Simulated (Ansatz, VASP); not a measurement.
## BN: VASP beside Ansatz

```
B N
1.0
     0.00000    1.81235    1.81235
     1.81235    0.00000    1.81235
     1.81235    1.81235    0.00000
B N
1 1
Direct
  0.06207 0.06207 0.93793
  0.75000 0.75000 0.75000
```

Change from the starting cell: all B atoms moved +0.225 Å, as atom 1 along Cartesian [0 0 1].

Alike in both runs: task single point; functional PBE; k mesh 12 × 12 × 12; occupations gaussian, width 0.05 eV; no spin polarisation.

|  | VASP | Ansatz |
| --- | --- | --- |
| version | VASP 6.6.1 | Ansatz 0.2.0 |
| potentials or method | VASP PAW PBE potentials, release 64 (B, N), cutoff 520 eV | scalar-relativistic, plane waves, PAW |
| valence electrons in the cell | 8 | 8 |

```csv
,VASP,Ansatz,Ansatz less VASP
gap on the k mesh at the Fermi level (eV),2.59,2.61,+0.012
least direct gap on the mesh (eV),6.81,6.82,+0.005
pressure (GPa),14.1,14.0,-0.09
"traceless stress, the component that is largest in VASP (GPa)",-5.03,-4.68,+0.345
rms of the force components (eV/Å),2.750,2.742,-0.0078
```

Atom by atom the forces differ by 0.008 eV/Å (rms over components). With one functional, cell and mesh, what is left measures potentials, basis and numerics.
